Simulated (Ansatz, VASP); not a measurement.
HPt4: VASP beside Ansatz

Contents of INCAR:

```
SYSTEM = HPt4
  ALGO = Normal
  DIPOL = 0.5 0.5 0.312
  EDIFF = 1E-6
  ENCUT = 520
  GGA = PE
  IDIPOL = 3
  ISIF = 2
  ISMEAR = 0
  ISPIN = 2
  LASPH = .TRUE.
  LCHARG = .TRUE.
  LDIPOL = .TRUE.
  LELF = .TRUE.
  LMAXMIX = 4
  LORBIT = 11
  LREAL = .FALSE.
  LVACPOTAV = .TRUE.
  LVHAR = .TRUE.
  LWAVE = .FALSE.
  MAGMOM = 0 0 0 0 1
  NBANDS = 32
  NELM = 150
  PREC = Accurate
  SIGMA = 0.1
```

File KPOINTS:

```
k-points
0
G
  9 7 1
  0 0 0
```

File POSCAR:

```
HPt4
1.0
    2.8071640675      0.0000000000      0.0000000000
    0.0000000000      3.9699294961      0.0000000000
    0.0000000000      0.0000000000     21.1553936849
Pt H
4 1
Direct
    0.5000000000      0.5000000000      0.1890770770
    0.0000000000      0.0000000000      0.2554233740
    0.5000000000      0.5000000000      0.3268881911
    0.0000000000      0.0000000000      0.3854994999
    0.5000000000      0.5000000000      0.4025164368
```

Input for Ansatz:

```yaml
crystal:
  lattice:
    - [2.8071640675, 0.0, 0.0]
    - [0.0, 3.9699294961, 0.0]
    - [0.0, 0.0, 21.1553936849]
  atoms:
    - { symbol: Pt, position: [0.5, 0.5, 0.189077077] }
    - { symbol: Pt, position: [0.0, 0.0, 0.255423374] }
    - { symbol: Pt, position: [0.5, 0.5, 0.3268881911] }
    - { symbol: Pt, position: [0.0, 0.0, 0.3854994999] }
    - { symbol: H, position: [0.5, 0.5, 0.4025164368], spin: 1.0 }
basis:
  ecutwfc: 420
kpoints:
  mp_grid: { grid: [9, 7, 1] }
hamiltonian:
  xc: pbe
  pseudopotentials: { kind: paw, azcp: { folder: soft_1 } }
scf:
  occupations: { method: gaussian, width: 0.1 }
output:
  forces: true
  eigenvalues: true
  populations: true
magnetization:
  spin_polarized: true
efield:
  axis: 3
  dipole_correction: true
  ramp_width: 0.04
```

Alike in both runs: task single point; functional PBE; k mesh 9 × 7 × 1; occupations gaussian, width 0.1 eV; collinear spin.

```csv
,VASP,Ansatz
version,VASP 6.6.1,Ansatz 0.2.0
potentials or method,"VASP PAW PBE potentials, release 64 (Pt, H), cutoff 520 eV","scalar-relativistic, plane waves, PAW"
valence electrons in the cell,41,73
```

```tsv
	VASP	Ansatz	Ansatz less VASP
gap on the k mesh at the Fermi level (eV)	none	none	-
rms of the force components (eV/Å)	0.491	0.486	-0.0049
net moment per atom (μB)	0.00	0.00	0.000
work function, face that differs most (eV)	5.32	5.32	-0.003
```

Atom by atom the forces differ by 0.024 eV/Å (rms over components). A gap of «none» marks a metal or a gap that the smearing closes. The functional is the same, so the differences come from potentials, cutoffs and numerics. VASP's potentials hold 41 valence electrons a cell and Ansatz's 73, so a difference there can come from the potentials and not from the codes. Ansatz's warnings: seeded moment not kept.

Neither program's run includes spin-orbit coupling.
